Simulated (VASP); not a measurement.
Crystal: MgBe2SO2.

```xyz
6
Lattice="3.3070 0.0000 0.0000 0.0000 3.3070 0.0000 0.0000 0.0000 5.6543" Properties=species:S:1:pos:R:3 pbc="T T T"
Mg    0.0000    0.0000    0.9878
Be    1.6535    0.0000    5.6206
Be    0.0000    1.6535    5.6206
S     1.6535    1.6535    4.7080
O     0.0000    0.0000    3.5742
O     1.6535    1.6535    2.0979
```

The cell was built from a structure type or drawn by symmetry, and may not be a known phase.

```yaml
Program: VASP 6.6.1
Task: relaxation of cell and atoms
Functional: PBE
Potentials_or_basis: VASP PAW PBE potentials, release 64 (Mg, Be, S, O)
Cutoff: 600 eV
k_mesh: 6 × 6 × 4
Occupations: gaussian, width 0.1 eV
Spin: collinear spin, ferromagnetic start
Starting_moments: "[0.0, 0.0, 0.0, 0.0, 1.0, 1.0] μB"
```

At the start: pressure 33.5 GPa; volume 10.31 Å³/atom.

How do energy, volume and symmetry change on relaxing?

Over 37 steps the energy falls by 1700.2 meV/atom and the volume is 11.80 Å³/atom (+14.5 %); space group P4mm (No. 99, to 0.1 Å) before and after; moment 0.78 μB per cell.

Step by step:
```csv
step,energy change (eV),largest force (eV/Å),pressure (GPa),volume (Å³)
1,0.0000,13.5177,33.52,61.84
2,-7.1961,3.1090,-9.97,83.17
3,-7.2406,2.5564,-10.96,84.92
4,-8.2363,2.3432,-2.86,75.53
5,-8.3005,3.6168,1.13,72.97
6,-8.8697,1.2943,5.15,68.74
7,-8.9206,1.2048,7.76,67.12
8,-9.1203,0.8836,0.54,70.23
9,-9.1310,0.8491,-1.22,71.16
10,-9.2134,0.8276,-1.60,71.32
11,-9.4371,1.0447,-2.61,71.77
12,-9.4284,4.7784,-1.32,72.57
13,-9.5429,2.2825,-2.74,72.12
14,-9.5802,2.2774,-2.77,72.04
15,-9.6814,2.2497,-2.73,71.81
16,-9.8222,2.1575,-2.30,71.31
17,-9.7966,1.8465,0.38,70.17
18,-9.8660,2.0699,-1.41,70.87
19,-9.9274,1.4482,-1.61,70.64
20,-9.9980,1.1774,-1.49,69.95
21,-10.0325,0.9914,-0.49,69.42
22,-10.0758,0.6854,2.85,67.82
23,-10.1066,0.4334,2.36,67.94
24,-10.1471,0.2288,1.06,68.30
25,-10.1566,0.2748,0.57,68.65
26,-10.1697,0.4334,-0.83,69.68
27,-10.1774,0.3417,-0.53,69.73
28,-10.1850,0.1822,0.13,69.84
29,-10.1853,0.2140,0.28,69.87
30,-10.1886,0.1769,0.16,70.01
31,-10.1946,0.2350,-0.17,70.42
32,-10.1890,0.4213,-0.76,71.25
33,-10.1955,0.2746,-0.33,70.63
34,-10.1993,0.1135,-0.05,70.62
35,-10.1998,0.0932,0.11,70.61
36,-10.2006,0.0698,0.07,70.69
37,-10.2009,0.0397,0.02,70.79
```

Final structure:
```
CELL_PARAMETERS angstrom
3.11619 0.00000 0.00000
0.00000 3.11619 0.00000
0.00000 0.00000 7.28950
ATOMIC_POSITIONS crystal
Mg 0.00000 0.00000 0.33374
Be 0.50000 0.00000 0.00776
Be 0.00000 0.50000 0.00776
S 0.50000 0.50000 0.83071
O 0.00000 0.00000 0.59087
O 0.50000 0.50000 0.22777
```

Caveat: a cell axis changed by over 15 % at a fixed basis, so the end point is rough.
